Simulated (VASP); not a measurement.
The system is BaTiO3.

```
Ba Ti O
1.0
     3.99980    0.00000    0.00000
     0.00000    3.99980    0.00000
     0.00000    0.00000    4.01800
Ba Ti O
1 1 3
Cartesian
  3.9821 3.9624 0.0141
  2.0100 1.9676 1.8835
  1.9168 2.0572 0.0257
  2.0108 0.0132 2.0467
  0.0798 1.9992 2.1695
```

| Property | Result |
| --- | --- |
| Program | VASP 6.6.1 |
| Task | relaxation of cell and atoms |
| Functional | BLYP |
| Potentials or basis | VASP PAW PBE potentials, release 64 (Ba_sv, Ti_sv, O) |
| Cutoff | 600 eV |
| k mesh | 7 × 7 × 7 |
| Occupations | fermi-dirac, width 0.05 eV |
| Spin | no spin polarisation |

At the start: pressure 10.6 GPa; volume 12.86 Å³/atom.

**Question.** Where does the relaxation end?

**Answer.** Over 20 steps the energy falls by 78.1 meV/atom and the volume is 14.22 Å³/atom (+10.6 %); space group P1 (No. 1, to 0.1 Å) before, Cm (No. 8, to 0.1 Å).

Step by step:
| step | energy change (eV) | largest force (eV/Å) | pressure (GPa) | volume (Å³) |
| --- | --- | --- | --- | --- |
| 1 | 0.0000 | 1.3133 | 10.58 | 64.28 |
| 2 | -0.1919 | 1.1597 | -7.33 | 72.50 |
| 3 | -0.2427 | 1.1540 | -2.59 | 69.75 |
| 4 | -0.3339 | 0.3733 | -0.48 | 69.30 |
| 5 | -0.3442 | 0.3158 | 0.67 | 69.09 |
| 6 | -0.3642 | 0.3127 | 0.28 | 69.57 |
| 7 | -0.3728 | 0.3848 | 0.08 | 70.10 |
| 8 | -0.3849 | 0.1455 | 0.71 | 70.52 |
| 9 | -0.3850 | 0.1491 | 0.79 | 70.57 |
| 10 | -0.3867 | 0.1203 | -1.18 | 71.67 |
| 11 | -0.3880 | 0.1255 | -0.41 | 71.23 |
| 12 | -0.3899 | 0.0706 | -0.10 | 71.11 |
| 13 | -0.3901 | 0.0436 | 0.07 | 71.06 |
| 14 | -0.3906 | 0.0307 | -0.08 | 71.10 |
| 15 | -0.3906 | 0.0360 | -0.11 | 71.11 |
| 16 | -0.3905 | 0.0392 | 0.23 | 70.99 |
| 17 | -0.3906 | 0.0184 | 0.04 | 71.06 |
| 18 | -0.3906 | 0.0181 | 0.05 | 71.05 |
| 19 | -0.3907 | 0.0115 | 0.01 | 71.09 |
| 20 | -0.3907 | 0.0090 | -0.01 | 71.10 |

Final structure:
```
Ba Ti O
1.0
     4.06320    0.00937    0.01578
     0.00940    4.11405    0.02098
     0.01616    0.02119    4.25365
Ba Ti O
1 1 3
Direct
  0.99294 0.98980 0.98680
  0.48089 0.47496 0.46961
  0.50404 0.50406 0.03859
  0.50723 0.02048 0.51560
  0.01490 0.51069 0.51740
```

Caveat: the PAW data sets were made with another functional, which shifts forces and pressure a little.
